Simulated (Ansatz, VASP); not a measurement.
## C in VASP and in Ansatz

INCAR

```
SYSTEM = C
  PREC = Accurate
  ENCUT = 520
  EDIFF = 1E-6
  ISMEAR = 0
  SIGMA = 0.05
  LREAL = .False.
  LASPH = .True.
  NELM = 60
  ALGO = Normal
  ISIF = 2
  LWAVE = .False.
  LCHARG = .False.
  NBANDS = 31
```

KPOINTS

```
Automatic mesh
0
Gamma
  12 12 12
  0 0 0
```

POSCAR

```
C
1.0
    1.2456453765      0.7191736934     10.2538776067
   -1.2456453765      0.7191736934     10.2538776067
    0.0000000000     -1.4383473869     10.2538776067
C
10
Direct
    0.0248185524      0.0248185524      0.0248185524
    0.9751814476      0.9751814476      0.9751814476
    0.1086956498      0.1086956498      0.1086956498
    0.8913043502      0.8913043502      0.8913043502
    0.1583656632      0.1583656632      0.1583656632
    0.8416343368      0.8416343368      0.8416343368
    0.3748645768      0.3748645768      0.3748645768
    0.6251354232      0.6251354232      0.6251354232
    0.4253218689      0.4253218689      0.4253218689
    0.5746781311      0.5746781311      0.5746781311
```

Input for Ansatz:

```yaml
crystal:
  lattice:
    - [1.2456453765, 0.7191736934, 10.2538776067]
    - [-1.2456453765, 0.7191736934, 10.2538776067]
    - [0.0, -1.4383473869, 10.2538776067]
  atoms:
    - { symbol: C, position: [0.0248185524, 0.0248185524, 0.0248185524] }
    - { symbol: C, position: [0.9751814476, 0.9751814476, 0.9751814476] }
    - { symbol: C, position: [0.1086956498, 0.1086956498, 0.1086956498] }
    - { symbol: C, position: [0.8913043502, 0.8913043502, 0.8913043502] }
    - { symbol: C, position: [0.1583656632, 0.1583656632, 0.1583656632] }
    - { symbol: C, position: [0.8416343368, 0.8416343368, 0.8416343368] }
    - { symbol: C, position: [0.3748645768, 0.3748645768, 0.3748645768] }
    - { symbol: C, position: [0.6251354232, 0.6251354232, 0.6251354232] }
    - { symbol: C, position: [0.4253218689, 0.4253218689, 0.4253218689] }
    - { symbol: C, position: [0.5746781311, 0.5746781311, 0.5746781311] }
basis:
  ecutwfc: 420
kpoints:
  mp_grid: { grid: [12, 12, 12] }
hamiltonian:
  xc: lda
scf:
  occupations: { method: gaussian, width: 0.05 }
output:
  forces: true
  stress: true
  eigenvalues: true
```

Alike in both runs: task single point; functional LDA; k mesh 12 × 12 × 12; occupations gaussian, width 0.05 eV; no spin polarisation.

|  | VASP | Ansatz |
| --- | --- | --- |
| version | VASP 6.6.1 | Ansatz 0.2.0 |
| potentials or method | VASP PAW LDA potentials, release 64 (C), cutoff 520 eV | scalar-relativistic, plane waves, PAW |
| valence electrons in the cell | 40 | 40 |

|  | VASP | Ansatz | Ansatz less VASP |
| --- | --- | --- | --- |
| gap on the k mesh at the Fermi level (eV) | 4.53 | 4.54 | +0.005 |
| least direct gap on the mesh (eV) | 5.37 | 5.37 | 0.000 |
| pressure (GPa) | 1.6 | 0.0 | -1.63 |

LDA's correlation is that of Perdew and Zunger in VASP and of Perdew and Wang (1992) in Ansatz.
